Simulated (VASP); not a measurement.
# BeNb2CuAg12 in VASP: notebook

BeNb2CuAg12 is run at these levels: PBE; tasks: single point.

All numbers are computed with VASP 6.6.1; they aren't measurements. Logs are shortened: lines on timing, memory, paths and dates and some standing lists are left out, and cuts for length are marked.

### 1 The cell of the first run

The cell holds an amorphous packing of atoms, 16 atoms: a = 6.521 Å, b = 6.253 Å, c = 6.507 Å, α = 90.50°, β = 90.86°, γ = 95.43°.

### 2 Single point, PBE

Contents of INCAR:

```
SYSTEM = BeNb2CuAg12
PREC     = Accurate       ! precision mode
ENCUT    = 520            ! plane-wave cutoff, eV
EDIFF    = 1E-7           ! SCF threshold, eV
ISMEAR   = -1             ! smearing method
SIGMA    = 0.131          ! smearing width, eV
LREAL    = Auto         
LASPH    = .TRUE.         ! aspherical terms in the spheres
NELM     = 100            ! most SCF steps
ALGO     = Normal         ! electronic algorithm
ISIF     = 2              ! what is computed and relaxed
LWAVE    = .FALSE.        ! write WAVECAR
LCHARG   = .FALSE.        ! write CHGCAR
GGA      = PE             ! functional
ISYM     = 0            
NBANDS   = 100            ! bands
```

Contents of KPOINTS:

```
Automatic mesh
0
Gamma
  1 1 1
  0.25 0.25 0.25
```

Contents of POSCAR:

```
BeNb2CuAg12
1.0
    6.5133610000     -0.3026030000     -0.0497390000
   -0.3026030000      6.2459810000     -0.0287500000
   -0.0497390000     -0.0287500000      6.5065590000
Ag Nb Be Cu
12 2 1 1
Direct
    0.5197026026      0.4684770693      0.8307585013
    0.2576283064      0.1671218000      0.5863126617
    0.5177872164      0.8989734419      0.3568025288
    0.0445563321      0.3912648697      0.3161413049
    0.7691325843      0.1327966759      0.0312934671
    0.0275521355      0.8717927850      0.8252456419
    0.8066308085      0.1151578316      0.5792948004
    0.0892110955      0.4386252336      0.8715245257
    0.7611908558      0.6349371979      0.1052882663
    0.7976974086      0.6078313828      0.5567178940
    0.4778710220      0.4068905611      0.3552177012
    0.5150463900      0.8810975167      0.7951570786
    0.0525337091      0.9080312857      0.3077669585
    0.2910985013      0.1469387973      0.0865619506
    0.2793064765      0.6917376410      0.0907542500
    0.1780484572      0.6645621886      0.5536976019
```

Potentials or basis: VASP PAW PBE potentials, release 64 (Ag, Nb_sv, Be, Cu).

Command:

```
$ cat potpaw_PBE.64/Ag/POTCAR potpaw_PBE.64/Nb_sv/POTCAR potpaw_PBE.64/Be/POTCAR potpaw_PBE.64/Cu/POTCAR > POTCAR
$ mpirun -np 1 vasp_std > vasp.out
```

OUTCAR:

```text
SYSTEM = BeNb2CuAg12
   PREC = Accurate
   ENCUT = 520
   EDIFF = 1E-7
   ISMEAR = -1
   LREAL = Auto
   LASPH = .TRUE.
   NELM = 100
   ISIF = 2
   GGA = PE
   ISYM = 0

 ion  position               nearest neighbor table
   1  0.520  0.468  0.831-   9 2.52  12 2.60  10 2.66  15 2.78   8 2.81   2 2.87  14 2.93   5 3.06
                            11 3.12  16 3.19   7 3.45  11 3.45
   2  0.258  0.167  0.586-  11 2.50  13 2.68   4 2.71   6 2.77   8 2.81   1 2.87  12 2.90   3 2.91
                             7 2.93  16 3.14  14 3.26  14 3.26
   3  0.518  0.899  0.357-  15 2.57   7 2.62  14 2.84  12 2.86  16 2.86   9 2.91   2 2.91  10 2.99
                             5 3.00  13 3.05  11 3.06  11 3.21
   4  0.045  0.391  0.316-  16 2.39   2 2.71  10 2.71  15 2.76  14 2.77   7 2.82  11 2.83   9 2.85
                             8 2.93   5 2.93  13 3.03  13 3.23
   5  0.769  0.133  0.031-  12 2.64   6 2.80   8 2.90   4 2.93   7 2.96   3 3.00  13 3.01   1 3.06
                             9 3.15  14 3.15   9 3.18  11 3.41   7 3.57
   6  0.028  0.872  0.825-  16 2.45  15 2.69   7 2.71  10 2.73   2 2.77   8 2.79   5 2.80  14 2.85
                             9 2.86  13 3.15  12 3.18  12 3.35   8 3.54
   7  0.807  0.115  0.579-   3 2.62  12 2.71   6 2.71  13 2.79   4 2.82   2 2.93   5 2.96  10 3.09
                            10 3.17   8 3.20  11 3.28   1 3.45   5 3.57
   8  0.089  0.439  0.872-  15 2.37  16 2.56  14 2.73   6 2.79   2 2.81   1 2.81   5 2.90   4 2.93
                             9 2.99  10 3.04   7 3.20   6 3.54
   9  0.761  0.635  0.105-   1 2.52  13 2.74  11 2.78   4 2.85   6 2.86   3 2.91  10 2.95   8 2.99
                            12 3.07   5 3.15   5 3.18  10 3.58
  10  0.798  0.608  0.557-  16 2.47  11 2.65   1 2.66   4 2.71   6 2.73  13 2.91   9 2.95   3 2.99
                             8 3.04  12 3.06   7 3.09   7 3.17   9 3.58
  11  0.478  0.407  0.355-   2 2.50  14 2.59  10 2.65   9 2.78   4 2.83  15 2.87  16 2.95   3 3.06
                             1 3.12   3 3.21   7 3.28   5 3.41   1 3.45
  12  0.515  0.881  0.795-   1 2.60   5 2.64  15 2.69   7 2.71   3 2.86   2 2.90  16 2.90  14 3.00
                            10 3.06   9 3.07   6 3.18   6 3.35
  13  0.053  0.908  0.308-  16 2.41  14 2.53  15 2.53   2 2.68   9 2.74   7 2.79  10 2.91   5 3.01
                             4 3.03   3 3.05   6 3.15   4 3.23
  14  0.291  0.147  0.087-  13 2.53  11 2.59   8 2.73   4 2.77   3 2.84   6 2.85   1 2.93  12 3.00
                             5 3.15   2 3.26   2 3.26
  15  0.279  0.692  0.091-   8 2.37  13 2.53   3 2.57   6 2.69  12 2.69   4 2.76   1 2.78  11 2.87

  16  0.178  0.665  0.554-   4 2.39  13 2.41   6 2.45  10 2.47   8 2.56   3 2.86  12 2.90  11 2.95
                             2 3.14   1 3.19

IMPORTANT INFORMATION: All symmetrisations will be switched off!
NOSYMM: (Re-)initialisation of all symmetry stuff for point group C_1.

----------------------------------------------------------------------------------------

                                     Primitive cell

  volume of cell :     264.0845

  direct lattice vectors                    reciprocal lattice vectors
     6.513361000 -0.302603000 -0.049739000     0.153886430  0.007461000  0.001209343
    -0.302603000  6.245981000 -0.028750000     0.007461000  0.160467947  0.000766082
    -0.049739000 -0.028750000  6.506559000     0.001209343  0.000766082  0.153703698

  length of vectors
     6.520576206  6.253372993  6.506812626     0.154071939  0.160643130  0.153710364

  position of ions in fractional coordinates (direct lattice)
     0.519702603  0.468477069  0.830758501
     0.257628306  0.167121800  0.586312662
     0.517787216  0.898973442  0.356802529
     0.044556332  0.391264870  0.316141305
     0.769132584  0.132796676  0.031293467
     0.027552136  0.871792785  0.825245642
[... 8 lines left out ...]
     0.279306476  0.691737641  0.090754250
     0.178048457  0.664562189  0.553697602

  ion indices of the primitive-cell ions
   primitive index   ion index
                 1           1
                 2           2
                 3           3
                 4           4
                 5           5
                 6           6
[... 8 lines left out ...]
                15          15
                16          16

----------------------------------------------------------------------------------------

 KPOINTS: Automatic mesh

Automatic generation of k-mesh.
 Grid dimensions read from file:
 generate k-points for:    1    1    1

 Generating k-lattice:

  Cartesian coordinates                     Fractional coordinates (reciprocal lattice)
     0.153886430  0.007461000  0.001209343     1.000000000 -0.000000000  0.000000000
     0.007461000  0.160467947  0.000766082     0.000000000  1.000000000  0.000000000
     0.001209343  0.000766082  0.153703698     0.000000000  0.000000000  1.000000000

  Length of vectors
     0.154071939  0.160643130  0.153710364

  Shift w.r.t. Gamma in fractional coordinates (k-lattice)
     0.250000000  0.250000000  0.250000000

 Subroutine IBZKPT returns following result:
 ===========================================

 Found      1 irreducible k-points:

 Following reciprocal coordinates:
            Coordinates               Weight
  0.250000  0.250000  0.250000      2.000000
   k-points           NKPTS =      1   k-points in BZ     NKDIM =      1   number of bands    NBANDS=    100
   number of dos      NEDOS =    301   number of ions     NIONS =     16
   total plane-waves  NPLWV = 110592
   dimension x,y,z NGX =    48 NGY =   48 NGZ =   48
   dimension x,y,z NGXF=    96 NGYF=   96 NGZF=   96
   ions per type =              12   2   1   1
   NGX,Y,Z   is equivalent  to a cutoff of  12.24, 12.76, 12.26 a.u.
   NGXF,Y,Z  is equivalent  to a cutoff of  24.48, 25.52, 24.53 a.u.
 SYSTEM =  BeNb2CuAg12
   PREC   = accura    normal or accurate (medium, high low for compatibility)
   ISTART =      0    job   : 0-new  1-cont  2-samecut
   ICHARG =      2    charge: 1-file 2-atom 10-const
   ISPIN  =      1    spin polarized calculation?
   LNONCOLLINEAR =      F non collinear calculations
   LSORBIT =      F    spin-orbit coupling
   LASPH  =      T    aspherical Exc in radial PAW
   ENCUT  =  520.0 eV  38.22 Ry    6.18 a.u.  12.12 11.63 12.10*2*pi/ulx,y,z
   NELM   =    100;   NELMIN=  2; NELMDL= -5     # of ELM steps
   EDIFF  = 0.1E-06   stopping-criterion for ELM
   LREAL  =      T    real-space projection
   EDIFFG = 0.1E-05   stopping-criterion for IOM
   NSW    =      0    number of steps for IOM
   IBRION =     -1    ionic relax: 0-MD 1-quasi-New 2-CG
   NFREE  =      0    steps in history (QN), initial steepest desc. (CG)
   ISIF   =      2    stress and relaxation
   ISYM   =      0    0-nonsym 1-usesym 2-fastsym
   POTIM  = 0.5000    time-step for ionic-motion
   TEBEG  =    0.0;   TEEND  =   0.0 temperature during run
   PSTRESS=    0.0 pullay stress
   NELECT =     171.0000    total number of electrons
   NUPDOWN=      -1.0000    fix difference up-down
   EMIN   =  10.00;   EMAX   =-10.00  energy-range for DOS
   EFERMI =   0.00;   METHOD = LEGACY
   ISMEAR =    -1;   SIGMA  =   0.13  broadening in eV -4-tet -1-fermi 0-gaus
   EFERMI_NEDOS =   21; number of points for ismear=-14 and -15
   IALGO  =     38    algorithm
   IMIX   =      4    mixing-type and parameters
     AMIX     =   0.40;   BMIX     =  1.00
     AMIX_MAG =   1.60;   BMIX_MAG =  1.00
  volume/ion in A,a.u.               =      16.51       111.38
  Fermi-wavevector in a.u.,A,eV,Ry     =   1.416313  2.676443 27.292505  2.005943
  Thomas-Fermi vector in A             =   2.537660
   LORBIT       =      0    0 simple, 1 ext, 2 COOP (PROOUT), +10 PAW based schemes
   GGA     = PE    functional components
   LHFCALC =     F    Hartree Fock is set to
   AEXX    =    0.0000 exact exchange contribution
   IVDW    =     0    specifies the selected vdW correction
   LEPSILON=     F    determine dielectric tensor
   LRPA    =     F    only Hartree local field effects (RPA)
 non-spin polarized calculation
  energy-cutoff  :      520.00
  volume of cell :      264.08
 maximum number of plane-waves:      7120
 NGX is ok and might be reduce to    48
   NGX = 25   NGY = 23   NGZ = 25

 number of electron     171.0000009 magnetization

 Free energy of the ion-electron system (eV)
  ---------------------------------------------------
  ext. energy  EPLUGINS =         0.00000000
  ---------------------------------------------------
  free energy    TOTEN  =       -55.10702005 eV

  energy without entropy =      -54.60369050  energy(sigma->0) =      -54.85535528

 E-fermi :   8.8936     XC(G=0): -12.1176

 val. band max:        8.6810326491   @ k =   0.2500   0.2500   0.2500
 cond. band min:       8.9264358357   @ k =   0.2500   0.2500   0.2500
 fundamental gap:      0.2454031866
 Fermi energy:         8.8935946384

 k-point     1 :       0.2500    0.2500    0.2500
  band No.  band energies     occupation
      1     -45.9759      2.00000
      2     -45.6794      2.00000
      3     -22.4372      2.00000
      4     -22.1899      2.00000
      5     -22.1115      2.00000
      6     -21.9460      2.00000
[... 89 lines left out ...]
     96      11.8818      0.00000
     97      12.1757      0.00000
 [bands above 97 left out]

------------------------ aborting loop because EDIFF is reached ----------------------------------------

  FORCE on cell =-STRESS in cart. coord.  units (eV):
  Direction    XX          YY          ZZ          XY          YZ          ZX
  --------------------------------------------------------------------------------------
  -------------------------------------------------------------------------------------
  Total       15.1458761     15.1536439     17.8758841      6.8917463      5.5163236      5.7530314
  in kB       91.8887005     91.9358268    108.4514194     41.8116200     33.4670511     34.9031365
  external PRESSURE =      97.4253156 kB  Pullay stress =       0.0000000 kB

 VOLUME and BASIS-vectors are now :
 -----------------------------------------------------------------------------
  energy-cutoff  :      520.00
  volume of cell :      264.08
      direct lattice vectors                 reciprocal lattice vectors
     6.513361000 -0.302603000 -0.049739000     0.153886430  0.007461000  0.001209343
    -0.302603000  6.245981000 -0.028750000     0.007461000  0.160467947  0.000766082
    -0.049739000 -0.028750000  6.506559000     0.001209343  0.000766082  0.153703698

 POSITION                                       TOTAL-FORCE (eV/Angst)
 -----------------------------------------------------------------------------------
      3.20193      2.74495      5.36606        -1.253246     -1.885117     -0.621152
      1.59829      0.94902      3.79726         0.117728     -0.505087      1.735290
      3.08276      5.44803      2.26996        -0.361915     -0.632117     -0.529102
      0.15609      2.42126      2.04353        -0.617198     -0.200640     -1.361288
      4.96790      0.59580      0.16154         0.259538      0.620727      0.873314
     -0.12540      5.41314      5.34308         0.102966      0.324033      1.136299
[... 8 lines left out ...]
      1.60539      4.23345      0.55672         0.178707      0.362154      0.228930
      0.93106      4.08105      3.57470         2.752432     -0.027643      0.550901
 -----------------------------------------------------------------------------------
    total drift:                               -0.001758     -0.004717     -0.003337

  FREE ENERGIE OF THE ION-ELECTRON SYSTEM (eV)
  ---------------------------------------------------
  free  energy   TOTEN  =       -55.1070200523 eV

  energy  without entropy=      -54.6036905001  energy(sigma->0) =      -54.85535528
```

It took 2.2 min on 1 thread of Intel Xeon Platinum 8259CL at 2.50GHz (Skylake/Cascade Lake), shared host; peak memory 0.33 GiB.

What came out:

* Free energy: -55.1070 eV
* Pressure: 9.7 GPa
* Largest force: 2.807 eV/Å

Forces in eV/Å, atoms in the order of the input:
```
Ag  -1.253 -1.885 -0.621
Ag   0.118 -0.505  1.735
Ag  -0.362 -0.632 -0.529
Ag  -0.617 -0.201 -1.361
Ag   0.260  0.621  0.873
Ag   0.103  0.324  1.136
Ag  -0.080  1.184  0.266
Ag  -0.734 -0.514 -0.153
Ag   0.260  0.239  0.335
Ag  -0.548  0.438  0.175
Ag   1.135  1.208 -0.101
Ag  -0.800  0.514  0.142
Nb  -0.158  0.661 -1.526
Nb  -0.255 -1.786 -1.153
Be   0.179  0.362  0.229
Cu   2.752 -0.028  0.551
```

Caveat: the k points lie up to 1.01 Å⁻¹ apart.

### 3 Single point, PBE

Contents of INCAR:

```
SYSTEM = BeNb2CuAg12
PREC     = Accurate       ! precision mode
ENCUT    = 520            ! plane-wave cutoff, eV
EDIFF    = 1E-6           ! SCF threshold, eV
ISMEAR   = -1             ! smearing method
SIGMA    = 0.131          ! smearing width, eV
LREAL    = Auto         
LASPH    = .TRUE.         ! aspherical terms in the spheres
NELM     = 60             ! most SCF steps
ALGO     = Normal         ! electronic algorithm
ISIF     = 2              ! what is computed and relaxed
LWAVE    = .FALSE.        ! write WAVECAR
LCHARG   = .TRUE.         ! write CHGCAR
GGA      = PE             ! functional
LELF     = .TRUE.         ! ELF
LVHAR    = .TRUE.       
ISYM     = 0            
NBANDS   = 100            ! bands
```

KPOINTS is that of step 2.

Contents of POSCAR:

```
BeNb2CuAg12
1.0
    6.5133610000     -0.3026030000     -0.0497390000
   -0.3026030000      6.2459810000     -0.0287500000
   -0.0497390000     -0.0287500000      6.5065590000
Ag Nb Be Cu
12 2 1 1
Direct
    0.5125037548      0.4400924304      0.7810707751
    0.2426608836      0.1520337098      0.6059043926
    0.5330513481      0.9639174222      0.3228162638
    0.0353433628      0.3836612991      0.3365974559
    0.8086747766      0.1696032122      0.0283140085
    0.0094935061      0.8963778624      0.8358029276
    0.7932623139      0.1308159477      0.5821693206
    0.0702191643      0.4489339473      0.8520478308
    0.7465845280      0.6296532759      0.1074323463
    0.7847338525      0.6316343176      0.5589262103
    0.4794021204      0.3974429745      0.3695216577
    0.4964879735      0.8752056086      0.7644818062
    0.0711500405      0.9232205210      0.2615171125
    0.2756773982      0.1314539053      0.0646186745
    0.2819023017      0.7128087017      0.0729087047
    0.1993824798      0.6987991106      0.5672080372
```

Potentials or basis: VASP PAW PBE potentials, release 64 (Ag, Nb_sv, Be, Cu).

Command:

```
$ cat potpaw_PBE.64/Ag/POTCAR potpaw_PBE.64/Nb_sv/POTCAR potpaw_PBE.64/Be/POTCAR potpaw_PBE.64/Cu/POTCAR > POTCAR
$ mpirun -np 1 vasp_std > vasp.out
```

Wall time 2 min (1 thread of Intel Xeon Platinum 8259CL at 2.50GHz (Skylake/Cascade Lake), shared host); peak memory 0.34 GiB.

The run converged. Its results:

```yaml
Free_energy: -54.5401 eV
Pressure: 11.8 GPa
Largest_force: 3.246 eV/Å
```

Forces on the atoms (eV/Å):
```
Ag  -0.591 -0.561  1.987
Ag   0.099 -0.203 -0.234
Ag  -0.079 -1.835 -0.387
Ag   0.421  1.036 -0.930
Ag  -1.897  0.258  0.676
Ag  -0.669 -2.077 -0.412
Ag   0.392  0.759  0.418
Ag   0.098  0.390 -0.043
Ag  -0.420 -0.019 -0.344
Ag   1.131  1.145 -0.799
Ag   0.099  0.614 -1.062
Ag   0.686  0.368  1.365
Nb  -1.835 -0.831  2.545
Nb   1.380  1.971 -1.384
Be   0.694 -0.578 -0.410
Cu   0.490 -0.435 -0.986
```

Stress tensor (GPa, compression positive):
```
12.17  5.07  1.95
 5.07 10.18  0.49
 1.95  0.49 12.90
```

Levels at points of the mesh, in eV from the Fermi level:
| k point | band 81 | band 82 | band 83 | band 84 | band 85 | band 86 | band 87 | band 88 | band 89 | band 90 |
| --- | --- | --- | --- | --- | --- | --- | --- | --- | --- | --- |
| (0.25, 0.25, 0.25) | -1.72 | -1.52 | -0.95 | -0.58 | -0.25 | 0.00 | 0.24 | 0.66 | 0.95 | 1.16 |

Caveat: the k points lie up to 1.01 Å⁻¹ apart.
